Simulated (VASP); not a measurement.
A run of VASP 6.6.1 is set up as follows.

Contents of POSCAR:

```
F
1.0
    2.4590921175     -1.6304692536      0.1027408307
    2.4590921175      1.6304692536      0.1027408307
   -0.2949039905      0.0000000000      6.4767650064
F
4
Direct
    0.5962738738      0.9035540097      0.5965944060
    0.0964459903      0.4037261262      0.9034055940
    0.4037261262      0.0964459903      0.4034055940
    0.9035540097      0.5962738738      0.0965944060
```

The input INCAR.step1:

```
  PREC = Accurate
  ENCUT = 520
  ISMEAR = 0
  SIGMA = 0.01
  LREAL = False
  LASPH = True
  NELM = 60
  NBANDS = 22
  GGA = PE
  ALGO = Normal
  EDIFF = 1E-4
  LWAVE = True
  LCHARG = False
```

File INCAR.step2:

```
  PREC = Accurate
  ENCUT = 520
  EDIFF = 1E-7
  ISMEAR = 0
  SIGMA = 0.01
  LREAL = False
  LASPH = True
  NELM = 60
  ALGO = Normal
  ISIF = 2
  LWAVE = False
  LCHARG = False
  METAGGA = R2SCAN
  LMIXTAU = True
  NBANDS = 22
  ISTART = 1
```

Contents of KPOINTS:

```
regular mesh
0
Gamma
  10 10 4
```

Potentials or basis: VASP PAW PBE potentials, release 64 (F).

The run is started by

```console
$ cat potpaw_PBE.64/F/POTCAR > POTCAR
$ cp INCAR.step1 INCAR
$ mpirun -np 1 vasp_std > vasp.out
$ cp INCAR.step2 INCAR
$ mpirun -np 1 vasp_std > vasp.out
```

Task: Estimate the largest force.

Result: 0.544 eV/Å.

Task: What does it give for the pressure?

Result: 1.6 GPa.

Task: What does it give for the band gap on the k mesh?

Result: 3.75 eV.

Stress tensor (GPa, compression positive):
```
 0.11  0.00 -0.16
 0.00  1.01  0.00
-0.16  0.00  3.79
```

Caveat: the PAW data sets were made with another functional, which shifts forces and pressure a little. A k mesh can miss the band edges.
